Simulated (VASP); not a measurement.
GaN:

```
CELL_PARAMETERS angstrom
0.00000 2.24912 2.24912
2.24912 0.00000 2.24912
2.24912 2.24912 0.00000
ATOMIC_POSITIONS crystal
Ga 0.00000 0.00000 0.00000
N 0.75000 0.75000 0.75000
```

Base run:

```yaml
Program: VASP 6.6.1
Functional: HSE06
Potentials_or_basis: VASP PAW PBE potentials, release 64 (Ga_d, N)
Cutoff: 520 eV
k_mesh: 6 × 6 × 6
Occupations: gaussian, width 0.01 eV
Spin: no spin polarisation
```

Its results: band gap on the k mesh 3.02 eV; pressure -0.1 GPa.

Question: The run is repeated on the same cell with these changes: functional from HSE06 to PBEsol; cutoff from 520 eV to 600 eV; occupations from gaussian, width 0.01 eV to gaussian, width 0.02 eV. What comes out?

Answer: Band gap on the k mesh 1.72 eV; pressure -0.4 GPa.

Caveats: the PAW data sets were made with another functional, which shifts forces and pressure a little.

